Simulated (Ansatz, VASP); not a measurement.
SnO2: VASP beside Ansatz

```
Sn O
1.0
     4.76482    0.00000    0.00000
     0.00000    4.76482    0.00000
     0.00000    0.00000    3.20750
Sn O
2 4
Cartesian
  2.3824 2.3824 1.6037
  0.0000 0.0000 0.0000
  0.9245 3.8403 1.6037
  3.8403 0.9245 1.6037
  1.4579 1.4579 0.0000
  3.3069 3.3069 0.0000
```

Alike in both runs: task relaxation of cell and atoms; functional PBE; k mesh 6 × 6 × 8; occupations gaussian, width 0.02 eV; no spin polarisation.

|  | VASP | Ansatz |
| --- | --- | --- |
| version | VASP 6.6.1 | Ansatz 0.2.0 |
| potentials or method | VASP PAW PBE potentials, release 64 (Sn_d, O), cutoff 600 eV | scalar-relativistic, plane waves, PAW |
| valence electrons in the cell | 52 | 52 |

|  | VASP | Ansatz | Ansatz less VASP |
| --- | --- | --- | --- |
| gap on the k mesh at the Fermi level, each at its own relaxed structure (eV) | 0.64 | 0.68 | +0.041 |
| relaxed volume (Å³/atom) | 12.61 | 12.58 | -0.032 |
| relaxed cell length with the largest relative difference (Å) | 3.242 | 3.238 | -0.0038 |
